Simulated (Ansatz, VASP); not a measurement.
# Sb in VASP and in Ansatz

Contents of INCAR:

```
PREC = Accurate ; ENCUT = 400
EDIFF = 1E-8 ; ISMEAR = -1
SIGMA = 0.05 ; LREAL = F
LASPH = T ; NELM = 120
ALGO = Normal ; ISIF = 2
LWAVE = F ; LCHARG = F
GGA = PS ; LEFG = T
NBANDS = 22 ; GGA_COMPAT = F
```

Contents of KPOINTS:

```
regular mesh
0
Gamma
  9 9 9
```

The input POSCAR:

```
Sb
1.0
    2.1506003320      1.2416496806      3.6316800000
   -2.1506003320      1.2416496806      3.6316800000
    0.0000000000     -2.4832993611      3.6316800000
Sb
2
Direct
    0.2336400000      0.2336400000      0.2336400000
    0.7663600000      0.7663600000      0.7663600000
```

Input for Ansatz:

```yaml
crystal:
  lattice:
    - [2.150600332, 1.2416496806, 3.63168]
    - [-2.150600332, 1.2416496806, 3.63168]
    - [0.0, -2.4832993611, 3.63168]
  atoms:
    - { symbol: Sb, position: [0.23364, 0.23364, 0.23364] }
    - { symbol: Sb, position: [0.76636, 0.76636, 0.76636] }
kpoints:
  mp_grid: { grid: [9, 9, 9] }
scf:
  occupations: { method: fermi_dirac, width: 0.05 }
hamiltonian:
  xc: pbesol
  pseudopotentials: { kind: paw }
output:
  forces: true
  stress: true
  eigenvalues: true
  efg: { contact_densities: true }
```

Change from the starting cell: zz strain of -3 %, PAW files.

Alike in both runs: task electric field gradients; functional PBEsol; k mesh 9 × 9 × 9; occupations fermi-dirac, width 0.05 eV; no spin polarisation.

|  | VASP | Ansatz |
| --- | --- | --- |
| version | VASP 6.6.1 | Ansatz 0.2.0 |
| potentials or method | VASP PAW PBE potentials, release 64 (Sb_d_GW) | PAW with Ansatz's default frozen-core files, scalar-relativistic |
| plane-wave cutoff (eV) | 400 | 420 |
| valence electrons in the cell | 30 | 30 |

|  | VASP | Ansatz | Ansatz less VASP |
| --- | --- | --- | --- |
| rms of the force components (eV/Å) | 0.193 | 0.192 | -0.0005 |
| size of Vzz on the site where it differs most (V/Å²) | 55.1 | 56.7 | +1.53 |

VASP's potentials were made for PBE, not for PBEsol. Atom by atom the forces differ by 0.000 eV/Å (rms over components).

Spin-orbit coupling is off throughout.
